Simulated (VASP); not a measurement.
Ba2CdBr6, 9 atoms in the cell. Symmetry: Fm-3m, No. 225, cubic system. The conventional cell has a = 11.019 Å, b = 11.019 Å, c = 11.019 Å, α = 90.00°, β = 90.00°, γ = 90.00°. Within 5.1 Å of Ba (site symmetry -43m) lie 12 Br at 3.90 Å and 4 Cd at 4.77 Å. Within 3.6 Å of Cd (site symmetry m-3m) lie 6 Br at 2.75 Å. Within 3.6 Å of Br (site symmetry 4mm) lie 1 Cd at 2.75 Å.  This cell differs from its parent crystal: atoms taken out.

| Property | Result |
| --- | --- |
| Program | VASP 6.6.1 |
| Task | single point |
| Functional | PBE |
| Potentials or basis | VASP PAW PBE potentials, release 64 (Ba_sv, Cd, Br) |
| Cutoff | 520 eV |
| k mesh | 4 × 4 × 4 |
| Occupations | gaussian, width 0.1 eV |
| Spin | no spin polarisation |
| Dipole correction | no |
| Further INCAR settings | ALGO = Normal; EDIFF = 1e-06; NBANDS = 47 |

Potentials or basis: VASP PAW PBE potentials, release 64 (Ba_sv, Cd, Br).

Command:

```bash
$ cat potpaw_PBE.64/Ba_sv/POTCAR potpaw_PBE.64/Cd/POTCAR potpaw_PBE.64/Br/POTCAR > POTCAR
$ mpirun -np 1 vasp_std > vasp.out
```

Hardware: 1 thread of Oxide Virtual Turin-like Processor, on a shared host.

Task: How long does it take, and how much memory?

Result: Run time: 5.1 min on 1 thread of Oxide Virtual Turin-like Processor, on a shared host, peak memory 0.53 GiB. Counts: scf iterations 15, k points 8.
